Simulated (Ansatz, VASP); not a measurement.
# One calculation of GaSb, two programs

```
CELL_PARAMETERS angstrom
4.31666 0.00000 0.00000
2.15833 3.73834 0.00000
2.15833 1.24611 3.52454
ATOMIC_POSITIONS crystal
Ga 0.00000 0.00000 0.00000
Sb 0.25000 0.25000 0.25000
```

Alike in both runs: functional r2SCAN; dispersion D4; k mesh 6 × 6 × 6; no spin polarisation.

Ansatz relaxed the structure, and its values are those at the end. VASP's run is a single point on that final structure, the one shown.

```csv
,VASP,Ansatz
version,VASP 6.6.1,Ansatz 0.2.0
potentials or method,"VASP PAW PBE potentials, release 64 (Ga_d, Sb)","plane waves, PAW"
plane-wave cutoff (eV),550,500
occupations,"gaussian, width 0.01 eV",fixed
valence electrons in the cell,18,28
```

Ansatz gave:

- pressure (GPa): 0.0

Problem. Which values does VASP return?

Solution. Pressure (GPa): 0.1.

VASP's potentials were made for PBE, not for r2SCAN. VASP's potentials hold 18 valence electrons a cell and Ansatz's 28, so a difference there can come from the potentials and not from the codes.

Neither program's run includes spin-orbit coupling.
